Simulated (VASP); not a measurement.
A run of VASP 6.6.1 is set up as follows.

Contents of POSCAR:

```
Au
1.0
    1.4206566610     -2.5728602271      0.0000000000
    1.4206566610      2.5728602271      0.0000000000
    0.0000000000      0.0000000000      4.9255756512
Au
2
Direct
    0.3346720300      0.6653279700      0.2500000000
    0.6653279700      0.3346720300      0.7500000000
```

INCAR.step1

```
SYSTEM = Au
  PREC = Accurate
  ENCUT = 520
  EDIFF = 1E-5
  ISMEAR = -1
  SIGMA = 0.05
  LREAL = .False.
  LASPH = .True.
  NELM = 100
  ALGO = Normal
  ISIF = 2
  LWAVE = .True.
  GGA = PE
  NBANDS = 18
```

The input INCAR.step2:

```
SYSTEM = Au
  PREC = Accurate
  ENCUT = 520
  EDIFF = 1E-7
  ISMEAR = -1
  SIGMA = 0.05
  LREAL = .False.
  LASPH = .True.
  NELM = 100
  ALGO = Normal
  ISIF = 2
  LWAVE = .False.
  LCHARG = .True.
  GGA = PE
  LHFCALC = .True.
  AEXX = 0.25
  PRECFOCK = Normal
  LELF = .True.
  LVHAR = .True.
  ISTART = 1
  NBANDS = 18
```

File KPOINTS:

```
regular mesh
0
Gamma
  6 6 4
  0 0 0
```

Potentials or basis: VASP PAW PBE potentials, release 64 (Au).

Run with:

```sh
$ cat potpaw_PBE.64/Au/POTCAR > POTCAR
$ cp INCAR.step1 INCAR
$ mpirun -np 1 vasp_std > vasp.out
$ cp INCAR.step2 INCAR
$ mpirun -np 1 vasp_std > vasp.out
```

Task: What does it give for the pressure?

Result: -2.4 GPa.

Task: Estimate the largest force.

Result: 0.009 eV/Å.

Task: Predict the band gap on the k mesh.

Result: Zero (bands 11 and 12 overlap by 8.93 eV).

Forces on the atoms (eV/Å):
```
Au   0.000 -0.009  0.000
Au   0.000  0.009  0.000
```

Caveat: the k points lie up to 0.42 Å⁻¹ apart, too coarse for converged energies and pressures of a metal; the PAW data sets were made with another functional, which shifts forces and pressure a little; spin-orbit coupling is left out, which moves the levels of the heavy elements.
